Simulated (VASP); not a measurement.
# Re (Fm-3m) in VASP: a series of runs, part 2 of 2

VASP 6.6.1. The steps go on from the part before.

### 3 Single point, PBE, collinear spin, zero start

Input file INCAR:

```
PREC = Accurate ; ENCUT = 520
EDIFF = 1E-7 ; ISMEAR = -1
SIGMA = 0.1 ; LREAL = F
LASPH = T ; NELM = 150
ALGO = Normal ; ISIF = 2
LWAVE = F ; LCHARG = F
ISPIN = 2 ; MAGMOM = 0
LORBIT = 11 ; NUPDOWN = 0.0
LMAXMIX = 4 ; GGA = PE
NBANDS = 14
```

Input file KPOINTS:

```
Automatic mesh
0
Gamma
  17 17 17
```

Input file POSCAR:

```
Re
1.0
    0.0000000000      1.9750000000      1.9750000000
    1.9750000000      0.0000000000      1.9750000000
    1.9750000000      1.9750000000      0.0000000000
Re
1
Direct
    0.0000000000      0.0000000000      0.0000000000
```

Potentials or basis: VASP PAW PBE potentials, release 64 (Re).

The run is started by

```console
$ cat potpaw_PBE.64/Re/POTCAR > POTCAR
$ mpirun -np 1 vasp_std > vasp.out
```

OUTCAR:

```text
PREC = Accurate
   ENCUT = 520
   EDIFF = 1E-7
   ISMEAR = -1
   LREAL = F
   LASPH = T
   NELM = 150
   ISIF = 2
   ISPIN = 2
   LORBIT = 11
   NUPDOWN = 0.0
   GGA = PE

 ion  position               nearest neighbor table
   1  0.000  0.000  0.000-

  LATTYP: Found a face centered cubic cell.
 ALAT       =     3.9500000000

  Lattice vectors:

 A1 = (   0.0000000000,   1.9750000000,   1.9750000000)
 A2 = (   1.9750000000,   0.0000000000,   1.9750000000)
 A3 = (   1.9750000000,   1.9750000000,   0.0000000000)

Analysis of symmetry for initial positions (statically):
=====================================================================
 Subroutine PRICEL returns:
 Original cell was already a primitive cell.

 Routine SETGRP: Setting up the symmetry group for a
 face centered cubic supercell.

 Subroutine GETGRP returns: Found 48 space group operations
 (whereof 48 operations were pure point group operations)
 out of a pool of 48 trial point group operations.

The static configuration has the point symmetry O_h .

Analysis of symmetry for dynamics (positions and initial velocities):
=====================================================================
 Subroutine PRICEL returns:
 Original cell was already a primitive cell.

 Routine SETGRP: Setting up the symmetry group for a
 face centered cubic supercell.

 Subroutine GETGRP returns: Found 48 space group operations
 (whereof 48 operations were pure point group operations)
 out of a pool of 48 trial point group operations.

The dynamic configuration has the point symmetry O_h .

Analysis of structural, dynamic, and magnetic symmetry:
=====================================================================
 Subroutine PRICEL returns:
 Original cell was already a primitive cell.

 Routine SETGRP: Setting up the symmetry group for a
 face centered cubic supercell.

 Subroutine GETGRP returns: Found 48 space group operations
 (whereof 48 operations were pure point group operations)
 out of a pool of 48 trial point group operations.

The overall configuration has the point symmetry O_h .

[... 162 lines left out ...]
      6       8.7671      0.00001
      7      21.4537      0.00000
      8      26.8542      0.00000
      9      26.8542      0.00000
     10      26.8542      0.00000
     11      31.0191      0.00000
     12      42.4994      0.00000
     13      42.4995      0.00000
     14      42.6246      0.00000
[... 379 lines left out ...]
      3       6.1824      1.00000
      4       6.1996      1.00000
      5       8.2326      0.00179
      6       8.8324      0.00000
      7      23.0960      0.00000
      8      24.1726      0.00000
      9      27.6264      0.00000
     10      28.9770      0.00000
     11      33.9825      0.00000
     12      36.9028      0.00000
     13      37.9060      0.00000
     14      39.9253      0.00000

 [... further k-points ...]

 spin component 2

 k-point     1 :       0.0000    0.0000    0.0000
  band No.  band energies     occupation
      1      -2.2196      1.00000
      2       5.7941      1.00000
      3       5.7941      1.00000
      4       5.7941      1.00000
      5       8.7671      0.00001
      6       8.7671      0.00001
      7      21.4537      0.00000
      8      26.8542      0.00000
      9      26.8542      0.00000
     10      26.8542      0.00000
     11      31.0191      0.00000
     12      42.4994      0.00000
     13      42.4996      0.00000
     14      42.6194      0.00000
[... 379 lines left out ...]
      3       6.1824      1.00000
      4       6.1996      1.00000
      5       8.2326      0.00179
      6       8.8324      0.00000
      7      23.0960      0.00000
      8      24.1726      0.00000
      9      27.6264      0.00000
     10      28.9770      0.00000
     11      33.9825      0.00000
     12      36.9028      0.00000
     13      37.9060      0.00000
     14      39.9253      0.00000

 [... further k-points ...]

------------------------ aborting loop because EDIFF is reached ----------------------------------------

  FORCE on cell =-STRESS in cart. coord.  units (eV):
  Direction    XX          YY          ZZ          XY          YZ          ZX
  --------------------------------------------------------------------------------------
  -------------------------------------------------------------------------------------
  Total       -0.9322133     -0.9322133     -0.9322133     -0.0000000     -0.0000000      0.0000000
  in kB      -96.9381178    -96.9381178    -96.9381178     -0.0000000     -0.0000000      0.0000000
  external PRESSURE =     -96.9381178 kB  Pullay stress =       0.0000000 kB

 VOLUME and BASIS-vectors are now :
 -----------------------------------------------------------------------------
  energy-cutoff  :      520.00
  volume of cell :       15.41
      direct lattice vectors                 reciprocal lattice vectors
     0.000000000  1.975000000  1.975000000    -0.253164557  0.253164557  0.253164557
     1.975000000  0.000000000  1.975000000     0.253164557 -0.253164557  0.253164557
     1.975000000  1.975000000  0.000000000     0.253164557  0.253164557 -0.253164557

 POSITION                                       TOTAL-FORCE (eV/Angst)
 -----------------------------------------------------------------------------------
      0.00000      0.00000      0.00000         0.000000      0.000000      0.000000
 -----------------------------------------------------------------------------------
    total drift:                               -0.000000      0.000000      0.000000

  FREE ENERGIE OF THE ION-ELECTRON SYSTEM (eV)
  ---------------------------------------------------
  free  energy   TOTEN  =       -12.3635134785 eV

  energy  without entropy=      -12.3326654313  energy(sigma->0) =      -12.34808945

 total charge

# of ion       s       p       d       tot
------------------------------------------
    1        0.602   0.636   4.749   5.988

 magnetization (x)

# of ion       s       p       d       tot
------------------------------------------
    1       -0.000   0.000   0.000   0.000
```

stdout:

```text
POSCAR found type information on POSCAR Re
 POSCAR found :  1 types and       1 ions
 scaLAPACK will be used
 LDA part: xc-table for (Slater+PW92), standard interpolation
 POSCAR, INCAR and KPOINTS ok, starting setup
 FFT: planning ... GRIDC
 FFT: planning ... GRID_SOFT
 FFT: planning ... GRID
 WAVECAR not read
 entering main loop
```

Run time: 96 s. Hardware: 1 thread of AMD EPYC 9R14 (Zen 4), shared host; peak memory 0.16 GiB.

What came out:

- Free energy: -12.3635 eV
- Pressure: -9.7 GPa
- Net moment: 0.00 μB per cell
- Valence electrons inside the program's atomic spheres: Re 5.99

Caveat: the cell stands under tension; spin-orbit coupling is left out, which moves the levels of the heavy elements; the total moment is fixed, so each spin has its own Fermi level.

### 4 Single point, PBE, collinear spin

Input file INCAR:

```
SYSTEM = Re
PREC     = Accurate       ! precision mode
ENCUT    = 520            ! plane-wave cutoff, eV
EDIFF    = 1E-6           ! SCF threshold, eV
ISMEAR   = -1             ! smearing method
SIGMA    = 0.1            ! smearing width, eV
LREAL    = .FALSE.        ! projectors in reciprocal space
LASPH    = .TRUE.         ! aspherical terms in the spheres
NELM     = 150            ! most SCF steps
ALGO     = Normal         ! electronic algorithm
ISIF     = 2              ! what is computed and relaxed
LWAVE    = .FALSE.        ! write WAVECAR
LCHARG   = .TRUE.         ! write CHGCAR
ISPIN    = 2              ! spin polarisation
MAGMOM   = 1.5            ! initial moments
LORBIT   = 11             ! projections on sites
LMAXMIX  = 4              ! l up to which the mixer works
GGA      = PE             ! functional
LELF     = .TRUE.         ! ELF
LVHAR    = .TRUE.       
NBANDS   = 14             ! bands
```

Input file KPOINTS:

```
regular mesh
0
G
  17 17 17
  0 0 0
```

POSCAR is that of step 3.

Potentials or basis: VASP PAW PBE potentials, release 64 (Re).

The run is started by

```console
$ cat potpaw_PBE.64/Re/POTCAR > POTCAR
$ mpirun -np 1 vasp_std > vasp.out
```

OUTCAR:

```text
SYSTEM = Re
   PREC = Accurate
   ENCUT = 520
   EDIFF = 1E-6
   ISMEAR = -1
   LREAL = .FALSE.
   LASPH = .TRUE.
   NELM = 150
   ISIF = 2
   ISPIN = 2
   LORBIT = 11
   GGA = PE

 ion  position               nearest neighbor table
   1  0.000  0.000  0.000-

  LATTYP: Found a face centered cubic cell.
 ALAT       =     3.9500000000

  Lattice vectors:

 A1 = (   0.0000000000,   1.9750000000,   1.9750000000)
 A2 = (   1.9750000000,   0.0000000000,   1.9750000000)
 A3 = (   1.9750000000,   1.9750000000,   0.0000000000)

Analysis of symmetry for initial positions (statically):
=====================================================================
 Subroutine PRICEL returns:
 Original cell was already a primitive cell.

 Routine SETGRP: Setting up the symmetry group for a
 face centered cubic supercell.

 Subroutine GETGRP returns: Found 48 space group operations
 (whereof 48 operations were pure point group operations)
 out of a pool of 48 trial point group operations.

The static configuration has the point symmetry O_h .

Analysis of symmetry for dynamics (positions and initial velocities):
=====================================================================
 Subroutine PRICEL returns:
 Original cell was already a primitive cell.

 Routine SETGRP: Setting up the symmetry group for a
 face centered cubic supercell.

 Subroutine GETGRP returns: Found 48 space group operations
 (whereof 48 operations were pure point group operations)
 out of a pool of 48 trial point group operations.

The dynamic configuration has the point symmetry O_h .

Analysis of structural, dynamic, and magnetic symmetry:
=====================================================================
 Subroutine PRICEL returns:
 Original cell was already a primitive cell.

 Routine SETGRP: Setting up the symmetry group for a
 face centered cubic supercell.

 Subroutine GETGRP returns: Found 48 space group operations
 (whereof 48 operations were pure point group operations)
 out of a pool of 48 trial point group operations.
[... 163 lines left out ...]
      4       5.7941      1.00000
      5       8.7670      0.00001
      6       8.7670      0.00001
      7      21.4537      0.00000
      8      26.8542      0.00000
      9      26.8542      0.00000
     10      26.8542      0.00000
     11      31.0191      0.00000
     12      42.4998      0.00000
     13      42.5003      0.00000
     14      42.5117      0.00000
[... 379 lines left out ...]
      3       6.1824      1.00000
      4       6.1996      1.00000
      5       8.2326      0.00179
      6       8.8323      0.00000
      7      23.0960      0.00000
      8      24.1726      0.00000
      9      27.6264      0.00000
     10      28.9770      0.00000
     11      33.9825      0.00000
     12      36.9028      0.00000
     13      37.9059      0.00000
     14      39.9252      0.00000

 [... further k-points ...]

 spin component 2

 k-point     1 :       0.0000    0.0000    0.0000
  band No.  band energies     occupation
      1      -2.2196      1.00000
      2       5.7941      1.00000
      3       5.7941      1.00000
      4       5.7941      1.00000
      5       8.7670      0.00001
      6       8.7670      0.00001
      7      21.4537      0.00000
      8      26.8541      0.00000
      9      26.8541      0.00000
     10      26.8541      0.00000
     11      31.0192      0.00000
     12      42.4994      0.00000
     13      42.5055      0.00000
     14      42.6086      0.00000
[... 379 lines left out ...]
      3       6.1824      1.00000
      4       6.1995      1.00000
      5       8.2326      0.00179
      6       8.8323      0.00000
      7      23.0960      0.00000
      8      24.1726      0.00000
      9      27.6264      0.00000
     10      28.9770      0.00000
     11      33.9825      0.00000
     12      36.9028      0.00000
     13      37.9059      0.00000
     14      39.9252      0.00000

 [... further k-points ...]

------------------------ aborting loop because EDIFF is reached ----------------------------------------

  FORCE on cell =-STRESS in cart. coord.  units (eV):
  Direction    XX          YY          ZZ          XY          YZ          ZX
  --------------------------------------------------------------------------------------
  -------------------------------------------------------------------------------------
  Total       -0.9325971     -0.9325971     -0.9325971      0.0000000     -0.0000000      0.0000000
  in kB      -96.9780238    -96.9780238    -96.9780238      0.0000000     -0.0000000      0.0000000
  external PRESSURE =     -96.9780238 kB  Pullay stress =       0.0000000 kB

 VOLUME and BASIS-vectors are now :
 -----------------------------------------------------------------------------
  energy-cutoff  :      520.00
  volume of cell :       15.41
      direct lattice vectors                 reciprocal lattice vectors
     0.000000000  1.975000000  1.975000000    -0.253164557  0.253164557  0.253164557
     1.975000000  0.000000000  1.975000000     0.253164557 -0.253164557  0.253164557
     1.975000000  1.975000000  0.000000000     0.253164557  0.253164557 -0.253164557

 POSITION                                       TOTAL-FORCE (eV/Angst)
 -----------------------------------------------------------------------------------
      0.00000      0.00000      0.00000         0.000000      0.000000      0.000000
 -----------------------------------------------------------------------------------
    total drift:                                0.000000     -0.000000     -0.000000

  FREE ENERGIE OF THE ION-ELECTRON SYSTEM (eV)
  ---------------------------------------------------
  free  energy   TOTEN  =       -12.3635134068 eV

  energy  without entropy=      -12.3326654223  energy(sigma->0) =      -12.34808941

 total charge

# of ion       s       p       d       tot
------------------------------------------
    1        0.602   0.636   4.749   5.988

 magnetization (x)

# of ion       s       p       d       tot
------------------------------------------
    1       -0.000  -0.000  -0.000  -0.000
```

OSZICAR:

```text
N       E                     dE             d eps       ncg     rms          rms(c)
DAV:   1     0.726587241867E+01    0.72659E+01   -0.32621E+03 15084   0.556E+02
DAV:   2    -0.125876171538E+02   -0.19853E+02   -0.18702E+02 15678   0.164E+02
DAV:   3    -0.128137967977E+02   -0.22618E+00   -0.22517E+00 13912   0.138E+01
DAV:   4    -0.128139880789E+02   -0.19128E-03   -0.19125E-03 11830   0.265E-01
DAV:   5    -0.128139909663E+02   -0.28874E-05   -0.28882E-05 14206   0.283E-02    0.278E+01
DAV:   6    -0.125501455594E+02    0.26385E+00   -0.36056E-01 15504   0.133E+01    0.111E+01
DAV:   7    -0.123684083436E+02    0.18174E+00   -0.28180E-01 15612   0.104E+01    0.547E+00
DAV:   8    -0.123669187193E+02    0.14896E-02   -0.77587E-03 14224   0.107E+00    0.779E-01
DAV:   9    -0.123639745748E+02    0.29441E-02   -0.39241E-03 14174   0.444E-01    0.430E-01
DAV:  10    -0.123634962172E+02    0.47836E-03   -0.11923E-03 13752   0.258E-01    0.465E-02
DAV:  11    -0.123635091627E+02   -0.12945E-04   -0.46677E-05 13958   0.640E-02    0.166E-02
DAV:  12    -0.123635115730E+02   -0.24103E-05   -0.24164E-06 12186   0.216E-02    0.129E-02
DAV:  13    -0.123635132186E+02   -0.16456E-05   -0.10116E-06 12410   0.107E-02    0.368E-03
DAV:  14    -0.123635134068E+02   -0.18824E-06   -0.58693E-08  7866   0.280E-03
   1 F= -.12363513E+02 E0= -.12348089E+02  d E =-.308480E-01  mag=     0.0000
```

Run time: 1.8 min. Hardware: 1 thread of AMD EPYC 9R14 (Zen 4), shared host; peak memory 0.16 GiB.

What came out:

* Free energy: -12.3635 eV
* Pressure: -9.7 GPa
* Net moment: 0.00 μB per cell
* Valence electrons inside the program's atomic spheres: Re 5.99

Levels at points of the mesh, in eV from the Fermi level:
Spin up:
```
           k point  band 1  band 2  band 3  band 4  band 5  band 6  band 7  band 8  band 9
(0.00, 0.00, 0.00)   -9.82   -1.81   -1.81   -1.81    1.17    1.17   13.85   19.25   19.25
```
Spin down:
```csv
k point,band 1,band 2,band 3,band 4,band 5,band 6,band 7,band 8
"(0.00, 0.00, 0.00)",-9.82,-1.81,-1.81,-1.81,1.17,1.17,13.85,19.25
```

Caveat: the cell stands under tension; spin-orbit coupling is left out, which moves the levels of the heavy elements.
